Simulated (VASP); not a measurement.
# Os (P6_3/mmc) in VASP: a series of runs

Runs on Os. Level: LDA. Tasks: single point, relaxation of cell and atoms.

Everything below comes from runs of VASP 6.6.1. Logs are shortened: lines on timing, memory, paths and dates and some standing lists are left out, and cuts for length are marked.

## 1. The cell of the first run

The structure is hexagonal, space group P6_3/mmc (No. 194). Conventional cell: a = 2.699 Å, b = 2.699 Å, c = 4.272 Å, α = 90.00°, β = 90.00°, γ = 120.00°. Os (site symmetry -6m2) has 12 Os at 2.64 to 2.70 Å within 3.5 Å.

## 2. Single point, LDA

Contents of INCAR:

```
SYSTEM = Os
PREC     = Accurate       ! precision mode
ENCUT    = 600            ! plane-wave cutoff, eV
EDIFF    = 1E-6           ! SCF threshold, eV
ISMEAR   = 1              ! smearing method
SIGMA    = 0.1            ! smearing width, eV
LREAL    = .False.        ! projectors in reciprocal space
LASPH    = .True.         ! aspherical terms in the spheres
NELM     = 120            ! most SCF steps
ALGO     = Normal         ! electronic algorithm
ISIF     = 2              ! what is computed and relaxed
LWAVE    = .False.        ! write WAVECAR
LCHARG   = .False.        ! write CHGCAR
NBANDS   = 15             ! bands
GGA_COMPAT= .False.
```

Contents of KPOINTS:

```
regular mesh
0
Gamma
  9 9 5
  0 0 0
```

Contents of POSCAR:

```
Os
1.0
    2.6994346549      0.0000000000      0.0000000000
   -1.3497173275      2.3377789870      0.0000000000
    0.0000000000      0.0000000000      4.2721992730
Os
2
Direct
    0.3333333333      0.6666666667      0.2500000000
    0.6666666667      0.3333333333      0.7500000000
```

Potentials or basis: VASP PAW LDA potentials, release 64 (Os).

Launch:

```sh
$ cat potpaw_LDA.64/Os/POTCAR > POTCAR
$ mpirun -np 1 vasp_std > vasp.out
```

OUTCAR:

```text
SYSTEM = Os
   PREC = Accurate
   ENCUT = 600
   EDIFF = 1E-6
   ISMEAR = 1
   LREAL = .False.
   LASPH = .True.
   NELM = 120
   ISIF = 2

 ion  position               nearest neighbor table
   1  0.333  0.667  0.250-   2 2.64   2 2.64   2 2.64   2 2.64   2 2.64   2 2.64
   2  0.667  0.333  0.750-   1 2.64   1 2.64   1 2.64   1 2.64   1 2.64   1 2.64

  LATTYP: Found a hexagonal cell.
 ALAT       =     2.6994346549
 C/A-ratio  =     1.5826274088

  Lattice vectors:

 A1 = (   2.6994346549,   0.0000000000,   0.0000000000)
 A2 = (  -1.3497173275,   2.3377789870,   0.0000000000)
 A3 = (   0.0000000000,   0.0000000000,   4.2721992730)

Analysis of symmetry for initial positions (statically):
=====================================================================
 Subroutine PRICEL returns:
 Original cell was already a primitive cell.

 Routine SETGRP: Setting up the symmetry group for a
 hexagonal supercell.

 Subroutine GETGRP returns: Found 24 space group operations
 (whereof 12 operations were pure point group operations)
 out of a pool of 24 trial point group operations.

The static configuration has the point symmetry D_3d.
 The point group associated with its full space group is D_6h.

Analysis of symmetry for dynamics (positions and initial velocities):
=====================================================================
 Subroutine PRICEL returns:
 Original cell was already a primitive cell.

 Routine SETGRP: Setting up the symmetry group for a
 hexagonal supercell.

 Subroutine GETGRP returns: Found 24 space group operations
 (whereof 12 operations were pure point group operations)
 out of a pool of 24 trial point group operations.

The dynamic configuration has the point symmetry D_3d.
 The point group associated with its full space group is D_6h.

 Subroutine INISYM returns: Found 24 space group operations
 (whereof 12 operations are pure point group operations),
 and found     1 'primitive' translations

----------------------------------------------------------------------------------------

                                     Primitive cell

  volume of cell :      26.9605

  direct lattice vectors                    reciprocal lattice vectors
     2.699434655  0.000000000  0.000000000     0.370447937  0.213878216  0.000000000
    -1.349717328  2.337778987  0.000000000     0.000000000  0.427756433  0.000000000
     0.000000000  0.000000000  4.272199273     0.000000000  0.000000000  0.234071478

  length of vectors
     2.699434655  2.699434655  4.272199273     0.427756433  0.427756433  0.234071478

  position of ions in fractional coordinates (direct lattice)
     0.333333333  0.666666667  0.250000000
     0.666666667  0.333333333  0.750000000
[... 86 lines left out ...]
   TEBEG  =    0.0;   TEEND  =   0.0 temperature during run
   PSTRESS=    0.0 pullay stress
   NELECT =      16.0000    total number of electrons
   NUPDOWN=      -1.0000    fix difference up-down
   EMIN   =  10.00;   EMAX   =-10.00  energy-range for DOS
   EFERMI =   0.00;   METHOD = LEGACY
   ISMEAR =     1;   SIGMA  =   0.10  broadening in eV -4-tet -1-fermi 0-gaus
   EFERMI_NEDOS =   21; number of points for ismear=-14 and -15
   IALGO  =     38    algorithm
   IMIX   =      4    mixing-type and parameters
     AMIX     =   0.40;   BMIX     =  1.00
     AMIX_MAG =   1.60;   BMIX_MAG =  1.00
  volume/ion in A,a.u.               =      13.48        90.97
  Fermi-wavevector in a.u.,A,eV,Ry     =   1.375748  2.599787 25.751511  1.892683
  Thomas-Fermi vector in A             =   2.501056
   LORBIT       =      0    0 simple, 1 ext, 2 COOP (PROOUT), +10 PAW based schemes
   GGA     = CA    functional components
   LHFCALC =     F    Hartree Fock is set to
   AEXX    =    0.0000 exact exchange contribution
   IVDW    =     0    specifies the selected vdW correction
   LEPSILON=     F    determine dielectric tensor
   LRPA    =     F    only Hartree local field effects (RPA)
 non-spin polarized calculation
 Methfessel and Paxton  Order N= 1 SIGMA  =   0.10
  energy-cutoff  :      600.00
  volume of cell :       26.96
 maximum number of plane-waves:       929
 NGX is ok and might be reduce to    24
   NGX = 11   NGY = 11   NGZ = 17

 number of electron      16.0000000 magnetization

 Free energy of the ion-electron system (eV)
  ---------------------------------------------------
  ext. energy  EPLUGINS =         0.00000000
  ---------------------------------------------------
  free energy    TOTEN  =       -25.32528849 eV

  energy without entropy =      -25.32432980  energy(sigma->0) =      -25.32496892

 E-fermi :  10.1921     XC(G=0): -14.3880

 val. band max:       10.1689571563   @ k =   0.1111   0.1111   0.4000
 cond. band min:      10.1983404436   @ k =   0.1111   0.0000   0.4000
 fundamental gap:      0.0293832872
 Fermi energy:        10.1920895259

 k-point     1 :       0.0000    0.0000    0.0000
  band No.  band energies     occupation
      1      -1.2322      2.00000
      2       1.8454      2.00000
      3       6.7283      2.00000
      4       6.7283      2.00000
      5       6.9839      2.00000
      6       7.6157      2.00000
      7       7.6157      2.00000
      8       8.3411      2.00000
      9       8.3411      2.00000
     10      10.1111      1.98491
     11      11.7578     -0.00000
     12      11.7578     -0.00000
     13      19.4860      0.00000
     14      24.0711      0.00000
[... 401 lines left out ...]
      2       4.1974      2.00000
      3       4.1974      2.00000
      4       5.1975      2.00000
      5       6.3772      2.00000
      6       6.3772      2.00000
      7       8.4300      2.00000
      8      10.8485     -0.00000
      9      11.6541     -0.00000
     10      11.6541     -0.00000
     11      16.2126      0.00000
     12      16.2126      0.00000
     13      18.7849      0.00000
     14      23.3699      0.00000
     15      23.3699      0.00000

 [... further k-points ...]
[... 5 lines left out ...]
  --------------------------------------------------------------------------------------
  -------------------------------------------------------------------------------------
  Total        1.4021857      1.4021857      1.4981794     -0.0000000      0.0000000      0.0000000
  in kB       83.3274995     83.3274995     89.0321039     -0.0000000      0.0000000      0.0000000
  external PRESSURE =      85.2290343 kB  Pullay stress =       0.0000000 kB

 VOLUME and BASIS-vectors are now :
 -----------------------------------------------------------------------------
  energy-cutoff  :      600.00
  volume of cell :       26.96
      direct lattice vectors                 reciprocal lattice vectors
     2.699434655  0.000000000  0.000000000     0.370447937  0.213878216  0.000000000
    -1.349717328  2.337778987  0.000000000     0.000000000  0.427756433  0.000000000
     0.000000000  0.000000000  4.272199273     0.000000000  0.000000000  0.234071478

 POSITION                                       TOTAL-FORCE (eV/Angst)
 -----------------------------------------------------------------------------------
     -0.00000      1.55852      1.06805         0.000000     -0.000000      0.000000
      1.34972      0.77926      3.20415        -0.000000      0.000000      0.000000
 -----------------------------------------------------------------------------------
    total drift:                               -0.000000      0.000000     -0.000000

  FREE ENERGIE OF THE ION-ELECTRON SYSTEM (eV)
  ---------------------------------------------------
  free  energy   TOTEN  =       -25.3252884873 eV

  energy  without entropy=      -25.3243297979  energy(sigma->0) =      -25.32496892
```

OSZICAR:

```text
N       E                     dE             d eps       ncg     rms          rms(c)
DAV:   1     0.111694229555E+03    0.11169E+03   -0.81419E+03  1080   0.115E+03
DAV:   2    -0.216456385302E+02   -0.13334E+03   -0.11678E+03  1080   0.343E+02
DAV:   3    -0.268632092498E+02   -0.52176E+01   -0.50647E+01  1472   0.605E+01
DAV:   4    -0.268989351966E+02   -0.35726E-01   -0.35719E-01  1157   0.516E+00
DAV:   5    -0.268990902037E+02   -0.15501E-03   -0.15500E-03  1528   0.336E-01    0.352E+01
DAV:   6    -0.256844056540E+02    0.12147E+01   -0.98517E-01  1339   0.872E+00    0.159E+01
DAV:   7    -0.253358623099E+02    0.34854E+00   -0.64247E-01  1395   0.689E+00    0.945E-01
DAV:   8    -0.253297234993E+02    0.61388E-02   -0.72423E-03  1115   0.628E-01    0.667E-01
DAV:   9    -0.253253018048E+02    0.44217E-02   -0.35197E-03  1297   0.550E-01    0.390E-02
DAV:  10    -0.253252955676E+02    0.62372E-05   -0.80083E-05  1388   0.745E-02    0.167E-02
DAV:  11    -0.253252887608E+02    0.68068E-05   -0.30816E-06  1248   0.155E-02    0.357E-03
DAV:  12    -0.253252884873E+02    0.27350E-06   -0.12814E-07   736   0.352E-03
   1 F= -.25325288E+02 E0= -.25324969E+02  d E =-.958689E-03
```

stdout:

```text
POSCAR found type information on POSCAR Os
 POSCAR found :  1 types and       2 ions
 scaLAPACK will be used
 LDA part: xc-table for (Slater(with rela. corr.)+CA(PZ))
 , standard interpolation
 POSCAR, INCAR and KPOINTS ok, starting setup
 FFT: planning ... GRIDC
 FFT: planning ... GRID_SOFT
 FFT: planning ... GRID
 WAVECAR not read
 entering main loop
```

Wall time 14 s (1 thread of Intel Xeon Platinum 8488C (Sapphire Rapids), shared host); peak memory 0.14 GiB.

Results:

```
Free energy            : -25.3253 eV
Pressure               : 8.5 GPa
Band gap on the k mesh : zero (bands 8 and 9 overlap by 4.07 eV)
```

Caveat: the cell stands under pressure; spin-orbit coupling is left out, which moves the levels of the heavy elements.

[end of part 1 of 2]

The gap in the log of VASP goes by the Fermi energy; the results here count the filled bands.